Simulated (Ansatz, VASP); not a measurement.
## Mg: VASP beside Ansatz

```xyz
2
Lattice="3.1659 0.0000 0.0000 -1.5830 2.7418 0.0000 0.0000 0.0000 5.1399" Properties=species:S:1:pos:R:3 pbc="T T T"
Mg    1.5830    0.9139    3.8549
Mg    0.0000    1.8278    1.2850
```

Alike in both runs: task single point; functional BLYP; dispersion D3(BJ); k mesh 10 × 10 × 5; occupations fermi-dirac, width 0.05 eV; no spin polarisation.

|  | VASP | Ansatz |
| --- | --- | --- |
| version | VASP 6.6.1 | Ansatz 0.2.0 |
| potentials or method | VASP PAW PBE potentials, release 64 (Mg) | Ansatz PAW |
| plane-wave cutoff (eV) | 520 | 420 |
| valence electrons in the cell | 4 | 20 |

Ansatz gave:

| Quantity | Value |
| --- | --- |
| gap on the k mesh at the Fermi level (eV) | none |
| pressure (GPa) | -2.8 |
| traceless stress, the component that is largest in VASP (GPa) | 0.92 |

Task: Estimate VASP's values.

Result: gap on the k mesh at the Fermi level (eV): none; pressure (GPa): -2.9; traceless stress, the component that is largest in VASP (GPa): 0.91.

VASP's potentials were made for PBE, not for BLYP. A gap of «none» marks a metal or a gap that the smearing closes. VASP's potentials hold 4 valence electrons a cell and Ansatz's 20, so a difference there can come from the potentials and not from the codes.
